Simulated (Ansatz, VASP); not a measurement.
**Pt in VASP and in Ansatz**

The input INCAR:

```
  ALGO = Normal
  EDIFF = 1E-6
  ENCUT = 520
  GGA = PE
  ISIF = 2
  ISMEAR = 0
  LASPH = True
  LCHARG = False
  LREAL = False
  LWAVE = False
  NBANDS = 11
  NELM = 60
  PREC = Accurate
  SIGMA = 0.05
```

KPOINTS

```
k-points
0
Gamma
  8 8 8
```

POSCAR

```
Pt
1.0
    0.0000000000      2.0017291591      2.0017291591
    2.0017291591      0.0000000000      2.0017291591
    2.0017291591      2.0017291591      0.0000000000
Pt
1
Direct
    0.0000000000      0.0000000000      0.0000000000
```

Input for Ansatz:

```yaml
crystal:
  lattice:
    - [0.0, 2.001729156, 2.001729156]
    - [2.001729156, 0.0, 2.001729156]
    - [2.001729156, 2.001729156, 0.0]
  atoms:
    - { symbol: Pt, position: [0.0, 0.0, 0.0] }
basis:
  ecutwfc: 420
  ecutrho_ratio: 4
kpoints:
  mp_grid: { grid: [8, 8, 8] }
hamiltonian:
  xc: pbe
scf:
  occupations: { method: gaussian, width: 0.05 }
output:
  forces: true
  stress: true
  eigenvalues: true
```

Alike in both runs: task single point; functional PBE; k mesh 8 × 8 × 8; occupations gaussian, width 0.05 eV; no spin polarisation.

|  | VASP | Ansatz |
| --- | --- | --- |
| version | VASP 6.6.1 | Ansatz 0.2.0 |
| potentials or method | VASP PAW PBE potentials, release 64 (Pt), cutoff 520 eV | scalar-relativistic, plane waves, PAW |
| valence electrons in the cell | 10 | 18 |

Ansatz gave:

- gap on the k mesh at the Fermi level (eV): none
- pressure (GPa): -6.5

Q: Estimate VASP's values.

A: gap on the k mesh at the Fermi level (eV): none; pressure (GPa): -7.0.

A gap of «none» marks a metal or a gap that the smearing closes. VASP's potentials hold 10 valence electrons a cell and Ansatz's 18, so a difference there can come from the potentials and not from the codes.

Neither program's run includes spin-orbit coupling.
